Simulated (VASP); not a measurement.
# SbRuS3 (Pm-3m) in VASP: single point with r2SCAN

Aim: the single point of SbRuS3 with r2SCAN.

All numbers are computed with VASP 6.6.1; they aren't measurements. Logs are shortened: lines on timing, memory, paths and dates and some standing lists are left out, and cuts for length are marked.

## Step 1: The cell of the first run

It takes space group Pm-3m (No. 221, cubic). The conventional cell has a = 4.615 Å, b = 4.615 Å, c = 4.615 Å, α = 90.00°, β = 90.00°, γ = 90.00°. Sb (site symmetry m-3m) has 12 S at 3.26 Å and 8 Ru at 4.00 Å within 4.3 Å. Ru (site symmetry m-3m) has 6 S at 2.31 Å within 3.0 Å. S (site symmetry 4/mmm) has 2 Ru at 2.31 Å within 3.0 Å.

## Step 2: Single point, r2SCAN, collinear spin

POSCAR

```
SbRuS3
1.0
    4.6148578024      0.0000000000      0.0000000000
    0.0000000000      4.6148578024      0.0000000000
    0.0000000000      0.0000000000      4.6148578024
Sb Ru S
1 1 3
Direct
    0.0000000000      0.0000000000      0.0000000000
    0.5000000000      0.5000000000      0.5000000000
    0.0000000000      0.5000000000      0.5000000000
    0.5000000000      0.0000000000      0.5000000000
    0.5000000000      0.5000000000      0.0000000000
```

INCAR.step1

```
SYSTEM = SbRuS3
PREC = Accurate
ENCUT = 520
ISMEAR = 0
SIGMA = 0.1
LREAL = .False.
LASPH = .True.
NELM = 150
ISPIN = 2
MAGMOM = -0.09 0.1 0.11 0.11 0.11
LMAXMIX = 4
NBANDS = 30
GGA = PE
ALGO = Normal
EDIFF = 1E-4
LWAVE = .True.
LCHARG = .False.
```

INCAR.step2

```
SYSTEM = SbRuS3
PREC = Accurate
ENCUT = 520
EDIFF = 1E-7
ISMEAR = 0
SIGMA = 0.1
LREAL = .False.
LASPH = .True.
NELM = 150
ALGO = Normal
ISIF = 2
LWAVE = .False.
LCHARG = .True.
ISPIN = 2
MAGMOM = -0.09 0.1 0.11 0.11 0.11
LORBIT = 11
LMAXMIX = 4
METAGGA = R2SCAN
LMIXTAU = .True.
LELF = .True.
LVHAR = .True.
NBANDS = 30
ISTART = 1
```

KPOINTS

```
regular mesh
0
Gamma
  8 8 8
  0 0 0
```

Potentials or basis: VASP PAW PBE potentials, release 64 (Sb, Ru_pv, S).

Launch:

```sh
> cat potpaw_PBE.64/Sb/POTCAR potpaw_PBE.64/Ru_pv/POTCAR potpaw_PBE.64/S/POTCAR > POTCAR
> cp INCAR.step1 INCAR
> mpirun -np 1 vasp_std > vasp.out
> cp INCAR.step2 INCAR
> mpirun -np 1 vasp_std > vasp.out
```

OUTCAR:

```text
SYSTEM = SbRuS3
   PREC = Accurate
   ENCUT = 520
   EDIFF = 1E-7
   ISMEAR = 0
   LREAL = .False.
   LASPH = .True.
   NELM = 150
   ISIF = 2
   ISPIN = 2
   LORBIT = 11
   METAGGA = R2SCAN
   ISTART = 1

 ion  position               nearest neighbor table
   1  0.000  0.000  0.000-   3 3.26   4 3.26   5 3.26   3 3.26   4 3.26   3 3.26   5 3.26   3 3.26
                             4 3.26   5 3.26   4 3.26   5 3.26
   2  0.500  0.500  0.500-   3 2.31   4 2.31   5 2.31   5 2.31   4 2.31   3 2.31
   3  0.000  0.500  0.500-   2 2.31   2 2.31   1 3.26   1 3.26   1 3.26   1 3.26
   4  0.500  0.000  0.500-   2 2.31   2 2.31   1 3.26   1 3.26   1 3.26   1 3.26
   5  0.500  0.500  0.000-   2 2.31   2 2.31   1 3.26   1 3.26   1 3.26   1 3.26

  LATTYP: Found a simple cubic cell.
 ALAT       =     4.6148578024

  Lattice vectors:

 A1 = (   4.6148578024,   0.0000000000,   0.0000000000)
 A2 = (   0.0000000000,   4.6148578024,   0.0000000000)
 A3 = (   0.0000000000,   0.0000000000,   4.6148578024)

Analysis of symmetry for initial positions (statically):
=====================================================================
 Subroutine PRICEL returns:
 Original cell was already a primitive cell.

 Routine SETGRP: Setting up the symmetry group for a
 simple cubic supercell.

 Subroutine GETGRP returns: Found 48 space group operations
 (whereof 48 operations were pure point group operations)
 out of a pool of 48 trial point group operations.

The static configuration has the point symmetry O_h .

Analysis of symmetry for dynamics (positions and initial velocities):
=====================================================================
 Subroutine PRICEL returns:
 Original cell was already a primitive cell.

 Routine SETGRP: Setting up the symmetry group for a
 simple cubic supercell.

 Subroutine GETGRP returns: Found 48 space group operations
 (whereof 48 operations were pure point group operations)
 out of a pool of 48 trial point group operations.

The dynamic configuration has the point symmetry O_h .

Analysis of structural, dynamic, and magnetic symmetry:
=====================================================================
 Subroutine PRICEL returns:
 Original cell was already a primitive cell.

 Routine SETGRP: Setting up the symmetry group for a
 simple cubic supercell.

 Subroutine GETGRP returns: Found 48 space group operations
 (whereof 48 operations were pure point group operations)
 out of a pool of 48 trial point group operations.

The overall configuration has the point symmetry O_h .

 Subroutine INISYM returns: Found 48 space group operations
 (whereof 48 operations are pure point group operations),
 and found     1 'primitive' translations

----------------------------------------------------------------------------------------

                                     Primitive cell

  volume of cell :      98.2822

  direct lattice vectors                    reciprocal lattice vectors
     4.614857802  0.000000000  0.000000000     0.216691400  0.000000000  0.000000000
     0.000000000  4.614857802  0.000000000     0.000000000  0.216691400  0.000000000
     0.000000000  0.000000000  4.614857802     0.000000000  0.000000000  0.216691400

  length of vectors
     4.614857802  4.614857802  4.614857802     0.216691400  0.216691400  0.216691400

  position of ions in fractional coordinates (direct lattice)
     0.000000000  0.000000000  0.000000000
     0.500000000  0.500000000  0.500000000
     0.000000000  0.500000000  0.500000000
     0.500000000  0.000000000  0.500000000
     0.500000000  0.500000000  0.000000000

  ion indices of the primitive-cell ions
   primitive index   ion index
                 1           1
                 2           2
                 3           3
                 4           4
                 5           5

----------------------------------------------------------------------------------------

 KPOINTS: regular mesh

Automatic generation of k-mesh.
 Grid dimensions read from file:
 generate k-points for:    8    8    8

 Generating k-lattice:

  Cartesian coordinates                     Fractional coordinates (reciprocal lattice)
     0.027086425  0.000000000  0.000000000     0.125000000  0.000000000  0.000000000
     0.000000000  0.027086425  0.000000000     0.000000000  0.125000000  0.000000000
     0.000000000  0.000000000  0.027086425     0.000000000  0.000000000  0.125000000

  Length of vectors
     0.027086425  0.027086425  0.027086425

  Shift w.r.t. Gamma in fractional coordinates (k-lattice)
     0.000000000  0.000000000  0.000000000

 Subroutine IBZKPT returns following result:
 ===========================================

 Found     35 irreducible k-points:

 Following reciprocal coordinates:
            Coordinates               Weight
  0.000000  0.000000  0.000000      1.000000
  0.125000  0.000000  0.000000      6.000000
  0.250000  0.000000  0.000000      6.000000
  0.375000  0.000000  0.000000      6.000000
  0.500000  0.000000  0.000000      3.000000
  0.125000  0.125000  0.000000     12.000000
[... 16 lines left out ...]
  0.375000  0.375000  0.125000     24.000000
  0.500000  0.375000  0.125000     24.000000
 [... further k-points ...]
   k-points           NKPTS =     35   k-points in BZ     NKDIM =     35   number of bands    NBANDS=     30
   number of dos      NEDOS =    301   number of ions     NIONS =      5
   total plane-waves  NPLWV =  46656
   dimension x,y,z NGX =    36 NGY =   36 NGZ =   36
   dimension x,y,z NGXF=    72 NGYF=   72 NGZF=   72
   ions per type =               1   1   3
   NGX,Y,Z   is equivalent  to a cutoff of  12.97, 12.97, 12.97 a.u.
   NGXF,Y,Z  is equivalent  to a cutoff of  25.94, 25.94, 25.94 a.u.
 SYSTEM =  SbRuS3
   PREC   = accura    normal or accurate (medium, high low for compatibility)
   ISTART =      1    job   : 0-new  1-cont  2-samecut
   ICHARG =      0    charge: 1-file 2-atom 10-const
   ISPIN  =      2    spin polarized calculation?
   LNONCOLLINEAR =      F non collinear calculations
   LSORBIT =      F    spin-orbit coupling
   LASPH  =      T    aspherical Exc in radial PAW
   ENCUT  =  520.0 eV  38.22 Ry    6.18 a.u.   8.58  8.58  8.58*2*pi/ulx,y,z
   NELM   =    150;   NELMIN=  2; NELMDL=  0     # of ELM steps
   EDIFF  = 0.1E-06   stopping-criterion for ELM
   LREAL  =      F    real-space projection
   EDIFFG = 0.1E-05   stopping-criterion for IOM
   NSW    =      0    number of steps for IOM
   IBRION =     -1    ionic relax: 0-MD 1-quasi-New 2-CG
   NFREE  =      0    steps in history (QN), initial steepest desc. (CG)
   ISIF   =      2    stress and relaxation
   ISYM   =      2    0-nonsym 1-usesym 2-fastsym
   POTIM  = 0.5000    time-step for ionic-motion
   TEBEG  =    0.0;   TEEND  =   0.0 temperature during run
   PSTRESS=    0.0 pullay stress
   NELECT =      37.0000    total number of electrons
   NUPDOWN=      -1.0000    fix difference up-down
   EMIN   =  10.00;   EMAX   =-10.00  energy-range for DOS
   EFERMI =   0.00;   METHOD = LEGACY
   ISMEAR =     0;   SIGMA  =   0.10  broadening in eV -4-tet -1-fermi 0-gaus
   EFERMI_NEDOS =   21; number of points for ismear=-14 and -15
   IALGO  =     38    algorithm
   IMIX   =      4    mixing-type and parameters
     AMIX     =   0.40;   BMIX     =  1.00
     AMIX_MAG =   1.60;   BMIX_MAG =  1.00
  volume/ion in A,a.u.               =      19.66       132.65
  Fermi-wavevector in a.u.,A,eV,Ry     =   1.182090  2.233826 19.011910  1.397336
  Thomas-Fermi vector in A             =   2.318351
   LORBIT       =     11    0 simple, 1 ext, 2 COOP (PROOUT), +10 PAW based schemes
   METAGGA = R2SCAN    functional components
   LHFCALC =     F    Hartree Fock is set to
   AEXX    =    0.0000 exact exchange contribution
   IVDW    =     0    specifies the selected vdW correction
   LEPSILON=     F    determine dielectric tensor
   LRPA    =     F    only Hartree local field effects (RPA)
 spin polarized calculation
 Gauss-broadening in eV      SIGMA  =   0.10
  energy-cutoff  :      520.00
  volume of cell :       98.28
 maximum number of plane-waves:      2680
 NGX is ok and might be reduce to    36
   NGX = 17   NGY = 17   NGZ = 17

 number of electron      36.9999998 magnetization       0.0067546

 Free energy of the ion-electron system (eV)
  ---------------------------------------------------
  ext. energy  EPLUGINS =         0.00000000
  ---------------------------------------------------
  free energy    TOTEN  =       -73.77217776 eV

  energy without entropy =      -73.74823164  energy(sigma->0) =      -73.76020470

 E-fermi :   6.7948     XC(G=0): -11.1766

 val. band max:        6.7865447778   @ k =   0.5000   0.5000   0.1250
 cond. band min:       6.7974492739   @ k =   0.5000   0.5000   0.2500
 fundamental gap:      0.0109044961
 Fermi energy:         6.7947957261

 spin component 1

 k-point     1 :       0.0000    0.0000    0.0000
  band No.  band energies     occupation
      1     -37.6146      1.00000
      2     -37.6146      1.00000
      3     -37.6146      1.00000
      4      -8.2965      1.00000
      5      -6.2253      1.00000
      6      -6.2253      1.00000
[... 22 lines left out ...]
     29      14.5942      0.00000
     30      14.5942      0.00000

 k-point     2 :       0.1250    0.0000    0.0000
  band No.  band energies     occupation
      1     -37.6152      1.00000
      2     -37.6146      1.00000
      3     -37.6146      1.00000
      4      -8.2152      1.00000
      5      -6.2391      1.00000
      6      -6.2194      1.00000
[... 718 lines left out ...]
 k-point    24 :       0.5000    0.3750    0.1250
  band No.  band energies     occupation
      1     -37.6185      1.00000
      2     -37.6179      1.00000
      3     -37.6150      1.00000
      4      -6.9007      1.00000
      5      -6.3143      1.00000
      6      -6.2282      1.00000
[... 22 lines left out ...]
     29      16.5522      0.00000
     30      16.9681      0.00000

 [... further k-points ...]

 spin component 2

 k-point     1 :       0.0000    0.0000    0.0000
  band No.  band energies     occupation
      1     -37.6102      1.00000
      2     -37.6102      1.00000
      3     -37.6102      1.00000
      4      -8.2954      1.00000
      5      -6.2234      1.00000
      6      -6.2234      1.00000
[... 22 lines left out ...]
     29      14.5949      0.00000
     30      14.5949      0.00000

 k-point     2 :       0.1250    0.0000    0.0000
  band No.  band energies     occupation
      1     -37.6108      1.00000
      2     -37.6102      1.00000
      3     -37.6102      1.00000
      4      -8.2141      1.00000
      5      -6.2373      1.00000
      6      -6.2175      1.00000
[... 718 lines left out ...]
 k-point    24 :       0.5000    0.3750    0.1250
  band No.  band energies     occupation
      1     -37.6141      1.00000
      2     -37.6135      1.00000
      3     -37.6106      1.00000
      4      -6.8991      1.00000
      5      -6.3126      1.00000
      6      -6.2265      1.00000
[... 22 lines left out ...]
     29      16.5527      0.00000
     30      16.9684      0.00000

 [... further k-points ...]

------------------------ aborting loop because EDIFF is reached ----------------------------------------

  FORCE on cell =-STRESS in cart. coord.  units (eV):
  Direction    XX          YY          ZZ          XY          YZ          ZX
  --------------------------------------------------------------------------------------
  -------------------------------------------------------------------------------------
  Total       -0.0890182     -0.0890182     -0.0890182     -0.0000000      0.0000000     -0.0000000
  in kB       -1.4511571     -1.4511571     -1.4511571     -0.0000000      0.0000000     -0.0000000
  external PRESSURE =      -1.4511571 kB  Pullay stress =       0.0000000 kB

 VOLUME and BASIS-vectors are now :
 -----------------------------------------------------------------------------
  energy-cutoff  :      520.00
  volume of cell :       98.28
      direct lattice vectors                 reciprocal lattice vectors
     4.614857802  0.000000000  0.000000000     0.216691400  0.000000000  0.000000000
     0.000000000  4.614857802  0.000000000     0.000000000  0.216691400  0.000000000
     0.000000000  0.000000000  4.614857802     0.000000000  0.000000000  0.216691400

 POSITION                                       TOTAL-FORCE (eV/Angst)
 -----------------------------------------------------------------------------------
      0.00000      0.00000      0.00000         0.000000      0.000000      0.000000
      2.30743      2.30743      2.30743         0.000000      0.000000      0.000000
      0.00000      2.30743      2.30743         0.000000      0.000000      0.000000
      2.30743      0.00000      2.30743         0.000000      0.000000      0.000000
      2.30743      2.30743      0.00000         0.000000      0.000000      0.000000
 -----------------------------------------------------------------------------------
    total drift:                                0.000000      0.000000      0.000000

  FREE ENERGIE OF THE ION-ELECTRON SYSTEM (eV)
  ---------------------------------------------------
  free  energy   TOTEN  =       -73.7721777580 eV

  energy  without entropy=      -73.7482316395  energy(sigma->0) =      -73.76020470

 total charge

# of ion       s       p       d       tot
------------------------------------------
    1        1.270   0.831   0.026   2.128
    2        0.320   6.292   6.078  12.690
    3        1.348   2.337   0.000   3.685
    4        1.348   2.337   0.000   3.685
    5        1.348   2.337   0.000   3.685
--------------------------------------------------
tot          5.635  14.135   6.104  25.874

 magnetization (x)

# of ion       s       p       d       tot
------------------------------------------
    1        0.000  -0.001   0.000  -0.001
    2       -0.000   0.000   0.004   0.004
    3        0.000   0.001   0.000   0.001
    4        0.000   0.001   0.000   0.001
    5        0.000   0.001   0.000   0.001
--------------------------------------------------
tot          0.000   0.002   0.004   0.006
```

Wall time 3.8 min (1 thread of Intel Xeon 6975P-C (Granite Rapids), shared host); peak memory 0.36 GiB.

What came out:

```
Free energy                                           : -73.7722 eV
Pressure                                              : -0.1 GPa
Net moment                                            : 0.01 μB per cell
Valence electrons inside the program's atomic spheres : Sb 2.13; Ru 12.69; S 3.69
```

Caveat: the PAW data sets were made with another functional, which shifts forces and pressure a little; spin-orbit coupling is left out, which moves the levels of the heavy elements.
